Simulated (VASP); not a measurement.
Sn2TeO2:

```
Sn Te O
1.0
     3.35798   -4.37408    0.00000
     3.35798    4.37408    0.00000
     0.00000    0.00000    4.33067
Sn Te O
2 1 2
Direct
  0.64309 0.35691 0.50000
  0.35691 0.64309 0.50000
  0.00000 0.00000 0.50000
  0.00000 0.00000 0.00000
  0.50000 0.50000 0.00000
```

The cell was built from a structure type or drawn by symmetry, and may not be a known phase.

- Program: VASP 6.6.1
- Task: relaxation of cell and atoms
- Functional: PBE
- Potentials or basis: VASP PAW PBE potentials, release 64 (Sn_d, Te, O)
- Cutoff: 600 eV
- k mesh: 4 × 4 × 4
- Occupations: gaussian, width 0.1 eV
- Spin: no spin polarisation

At the start: pressure -2.3 GPa; volume 25.44 Å³/atom.

Task: Where does the relaxation end?

Result: Over 15 steps the energy falls by 232.9 meV/atom and the volume is 23.79 Å³/atom (-6.5 %); space group Cmmm (No. 65, to 0.1 Å) before and after.

The path:
```tsv
step	energy change (eV)	largest force (eV/Å)	pressure (GPa)	volume (Å³)
1	0.0000	2.8627	-2.34	127.22
2	-0.8011	0.4393	3.37	119.23
3	-0.9985	0.0559	0.17	122.01
4	-0.9993	0.0102	0.38	121.81
5	-1.0525	0.3099	-1.25	122.54
6	-1.0572	0.4223	-1.79	122.79
7	-1.0960	0.4299	-1.22	120.88
8	-1.1336	0.4319	0.08	117.40
9	-1.1352	0.4232	0.52	116.37
10	-1.1480	0.2952	0.39	116.37
11	-1.1526	0.1597	0.31	116.37
12	-1.1600	0.0469	0.48	117.00
13	-1.1619	0.0447	0.63	117.51
14	-1.1640	0.0041	-0.22	119.48
15	-1.1644	0.0089	-0.02	118.94
```

Final structure:
```yaml
crystal:
  lattice:
    - [3.02351, -4.96972, 0.00000]
    - [3.02351, 4.96972, 0.00000]
    - [0.00000, 0.00000, 3.95793]
  atoms:
    - { symbol: Sn, position: [0.64590, 0.35410, 0.50000] }
    - { symbol: Sn, position: [0.35410, 0.64590, 0.50000] }
    - { symbol: Te, position: [0.00000, 0.00000, 0.50000] }
    - { symbol: O, position: [0.00000, 0.00000, 0.00000] }
    - { symbol: O, position: [0.50000, 0.50000, 0.00000] }
```

Caveat: the k points lie up to 0.40 Å⁻¹ apart in the final cell, too coarse for converged energies and pressures of a metal.
